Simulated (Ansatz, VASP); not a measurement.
# TiOs: VASP beside Ansatz

```
Ti Os
1.0
     3.08000    0.01540    0.01540
     0.01540    3.08000    0.01540
     0.01540    0.01540    3.08000
Ti Os
1 1
Direct
  0.50000 0.50000 0.50000
  0.00000 0.00000 0.00000
```

Change from the starting cell: equal xy, yz and zx shear strains of +1 %, crystal datasets.

Alike in both runs: task electric field gradients; functional PBEsol; k mesh 13 × 13 × 13; occupations fermi-dirac, width 0.03 eV; no spin polarisation.

```csv
,VASP,Ansatz
version,VASP 6.6.1,Ansatz 0.2.0
potentials or method,"VASP PAW PBE potentials, release 64 (Ti_sv, Os), cutoff 520 eV","all-electron PAW with datasets made for the crystal, scalar-relativistic"
```

```tsv
	VASP	Ansatz	Ansatz less VASP
pressure (GPa)	-4.6	-4.5	+0.10
traceless stress, the component that is largest in VASP (GPa)	-1.21	-1.21	0.000
size of Vzz on the site where it differs most (V/Å²)	1.2	8.0	+6.84
```

VASP's potentials were made for PBE, not for PBEsol. Ansatz ran all-electron here, and VASP with PAW potentials.

Neither program's run includes spin-orbit coupling.
